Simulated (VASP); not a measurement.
Write the native input for VASP 6.6.1 that does the following.

- Task: single point
- Functional: PBEsol
- Dispersion: D3(BJ)
- Potentials or basis: VASP PAW PBE potentials, release 64 (Te, Nb_sv)
- Cutoff: 520 eV
- k mesh: 8 × 8 × 7
- Occupations: fermi-dirac, width 0.05 eV
- Spin: no spin polarisation
- Dipole correction: no
- Further INCAR settings: ALGO = Normal; EDIFF = 1e-06; NBANDS = 16

The structure of NbTe lies in POSCAR:

```
NbTe
1.0
    3.5684356224      0.0000000000      0.0000000000
   -1.7842178112      3.0903559008      0.0000000000
    0.0000000000      0.0000000000      3.6552653598
Te Nb
1 1
Direct
    0.6666666667      0.3333333333      0.0000000000
    0.0000000000      0.0000000000      0.5000000000
```

The input as run:

INCAR

```
SYSTEM = NbTe
  PREC = Accurate
  ENCUT = 520
  EDIFF = 1E-6
  ISMEAR = -1
  SIGMA = 0.05
  LREAL = .FALSE.
  LASPH = .TRUE.
  NELM = 100
  ALGO = Normal
  ISIF = 2
  LWAVE = .FALSE.
  LCHARG = .FALSE.
  GGA = PS
  IVDW = 12
  NBANDS = 16
```

KPOINTS

```
Automatic mesh
0
G
  8 8 7
  0 0 0
```

Potentials or basis: VASP PAW PBE potentials, release 64 (Te, Nb_sv).

Run with:

```console
$ cat potpaw_PBE.64/Te/POTCAR potpaw_PBE.64/Nb_sv/POTCAR > POTCAR
$ mpirun -np 1 vasp_std > vasp.out
```

It gave:

```
Pressure                   : -0.1 GPa
Band gap on the k mesh     : zero (an odd number of electrons rules out a gap without spin polarisation)
Dispersion energy per atom : -0.682 eV
```

Caveat: the PAW data sets were made with another functional, which shifts forces and pressure a little; spin-orbit coupling is left out, which moves the levels of the heavy elements.

Wall time 24 s on 1 thread of Intel(R) Xeon(R) Platinum 8488C (Sapphire Rapids) (shared host), peak memory 0.18 GiB.
